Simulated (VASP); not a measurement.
# TePtSe3 (Pm-3m) in VASP: further runs, part 2 of 2

VASP 6.6.1. Earlier steps stand in the parts before.

**3. Single point, PBE**

This run uses another cell than the first one, of 28.99 Å³/atom.

File INCAR:

```
SYSTEM = TePtSe3
ALGO = Normal ; EDIFF = 1E-6
ENCUT = 520 ; GGA = PE
ISIF = 2 ; ISMEAR = 0
LASPH = .True. ; LCHARG = .False.
LREAL = .False. ; LWAVE = .False.
NBANDS = 25 ; NELM = 100
PREC = Accurate ; SIGMA = 0.1
```

File KPOINTS:

```
k-points
0
Gamma
  4 4 4
  0 0 0
```

File POSCAR:

```
TePtSe3
1.0
    5.2531949000      0.0000000000      0.0000000000
    0.0000000000      5.2531949000      0.0000000000
    0.0000000000      0.0000000000      5.2531949000
Te Pt Se
1 1 3
Direct
    0.5000000000      0.5000000000      0.5000000000
    0.0000000000      0.0000000000      0.0000000000
    0.5000000000      0.0000000000      0.0000000000
    0.0000000000      0.5000000000      0.0000000000
    0.0000000000      0.0000000000      0.5000000000
```

Potentials or basis: VASP PAW PBE potentials, release 64 (Te, Pt, Se).

Started as:

```sh
> cat potpaw_PBE.64/Te/POTCAR potpaw_PBE.64/Pt/POTCAR potpaw_PBE.64/Se/POTCAR > POTCAR
> mpirun -np 1 vasp_std > vasp.out
```

OUTCAR:

```text
SYSTEM = TePtSe3
   EDIFF = 1E-6
   ENCUT = 520
   GGA = PE
   ISIF = 2
   ISMEAR = 0
   LASPH = .True.
   LREAL = .False.
   NELM = 100
   PREC = Accurate

 ion  position               nearest neighbor table
   1  0.500  0.500  0.500-
   2  0.000  0.000  0.000-   3 2.63   4 2.63   5 2.63   5 2.63   4 2.63   3 2.63
   3  0.500  0.000  0.000-   2 2.63   2 2.63
   4  0.000  0.500  0.000-   2 2.63   2 2.63
   5  0.000  0.000  0.500-   2 2.63   2 2.63

  LATTYP: Found a simple cubic cell.
 ALAT       =     5.2531949000

  Lattice vectors:

 A1 = (   5.2531949000,   0.0000000000,   0.0000000000)
 A2 = (   0.0000000000,   5.2531949000,   0.0000000000)
 A3 = (   0.0000000000,   0.0000000000,   5.2531949000)

Analysis of symmetry for initial positions (statically):
=====================================================================
 Subroutine PRICEL returns:
 Original cell was already a primitive cell.

 Routine SETGRP: Setting up the symmetry group for a
 simple cubic supercell.

 Subroutine GETGRP returns: Found 48 space group operations
 (whereof 48 operations were pure point group operations)
 out of a pool of 48 trial point group operations.

The static configuration has the point symmetry O_h .

Analysis of symmetry for dynamics (positions and initial velocities):
=====================================================================
 Subroutine PRICEL returns:
 Original cell was already a primitive cell.

 Routine SETGRP: Setting up the symmetry group for a
 simple cubic supercell.

 Subroutine GETGRP returns: Found 48 space group operations
 (whereof 48 operations were pure point group operations)
 out of a pool of 48 trial point group operations.

The dynamic configuration has the point symmetry O_h .

 Subroutine INISYM returns: Found 48 space group operations
[... 105 lines left out ...]
   IALGO  =     38    algorithm
   IMIX   =      4    mixing-type and parameters
     AMIX     =   0.40;   BMIX     =  1.00
     AMIX_MAG =   1.60;   BMIX_MAG =  1.00
  volume/ion in A,a.u.               =      28.99       195.66
  Fermi-wavevector in a.u.,A,eV,Ry     =   1.009588  1.907845 13.867989  1.019268
  Thomas-Fermi vector in A             =   2.142526
   LORBIT       =      0    0 simple, 1 ext, 2 COOP (PROOUT), +10 PAW based schemes
   GGA     = PE    functional components
   LHFCALC =     F    Hartree Fock is set to
   AEXX    =    0.0000 exact exchange contribution
   IVDW    =     0    specifies the selected vdW correction
   LEPSILON=     F    determine dielectric tensor
   LRPA    =     F    only Hartree local field effects (RPA)
 non-spin polarized calculation
 Gauss-broadening in eV      SIGMA  =   0.10
  energy-cutoff  :      520.00
  volume of cell :      144.97
 maximum number of plane-waves:      3948
 NGX is ok and might be reduce to    40
   NGX = 19   NGY = 19   NGZ = 19

 number of electron      33.9999997 magnetization

 Free energy of the ion-electron system (eV)
  ---------------------------------------------------
  ext. energy  EPLUGINS =         0.00000000
  ---------------------------------------------------
  free energy    TOTEN  =       -17.38497110 eV

  energy without entropy =      -17.36001888  energy(sigma->0) =      -17.37249499

 E-fermi :   2.9580     XC(G=0):  -9.2067

 val. band max:        2.9481061603   @ k =   0.5000   0.2500   0.0000
 cond. band min:       3.1705568118   @ k =   0.2500   0.0000   0.0000
 fundamental gap:      0.2224506515
 Fermi energy:         2.9579615388

 k-point     1 :       0.0000    0.0000    0.0000
  band No.  band energies     occupation
      1     -10.2237      2.00000
      2      -9.0098      2.00000
      3      -9.0098      2.00000
      4      -7.0988      2.00000
      5      -0.7025      2.00000
      6      -0.7025      2.00000
[... 269 lines left out ...]
     24       8.4648      0.00000
     25      10.3231      0.00000

------------------------ aborting loop because EDIFF is reached ----------------------------------------

  FORCE on cell =-STRESS in cart. coord.  units (eV):
  Direction    XX          YY          ZZ          XY          YZ          ZX
  --------------------------------------------------------------------------------------
  -------------------------------------------------------------------------------------
  Total       -7.7242724     -7.7242724     -7.7242724      0.0000000      0.0000000     -0.0000000
  in kB      -85.3684948    -85.3684948    -85.3684948      0.0000000      0.0000000     -0.0000000
  external PRESSURE =     -85.3684948 kB  Pullay stress =       0.0000000 kB

 VOLUME and BASIS-vectors are now :
 -----------------------------------------------------------------------------
  energy-cutoff  :      520.00
  volume of cell :      144.97
      direct lattice vectors                 reciprocal lattice vectors
     5.253194900  0.000000000  0.000000000     0.190360346  0.000000000  0.000000000
     0.000000000  5.253194900  0.000000000     0.000000000  0.190360346  0.000000000
     0.000000000  0.000000000  5.253194900     0.000000000  0.000000000  0.190360346

 POSITION                                       TOTAL-FORCE (eV/Angst)
 -----------------------------------------------------------------------------------
      2.62660      2.62660      2.62660         0.000000      0.000000      0.000000
      0.00000      0.00000      0.00000         0.000000      0.000000      0.000000
      2.62660      0.00000      0.00000         0.000000      0.000000      0.000000
      0.00000      2.62660      0.00000         0.000000      0.000000      0.000000
      0.00000      0.00000      2.62660         0.000000      0.000000      0.000000
 -----------------------------------------------------------------------------------
    total drift:                                0.000000      0.000000     -0.000000

  FREE ENERGIE OF THE ION-ELECTRON SYSTEM (eV)
  ---------------------------------------------------
  free  energy   TOTEN  =       -17.3849711023 eV

  energy  without entropy=      -17.3600188819  energy(sigma->0) =      -17.37249499
```

It took 48 s on 1 thread of Intel Xeon Platinum 8259CL at 2.50GHz (Skylake/Cascade Lake), shared host; peak memory 0.25 GiB.

Results:

```yaml
Free_energy: -17.3850 eV
Pressure: -8.5 GPa
Band_gap_on_the_k_mesh: zero (bands 17 and 18 overlap by 2.12 eV)
```

Caveat: the cell stands under tension; spin-orbit coupling is left out, which moves the levels of the heavy elements.

The gap in the log of VASP goes by the Fermi energy; the results here count the filled bands.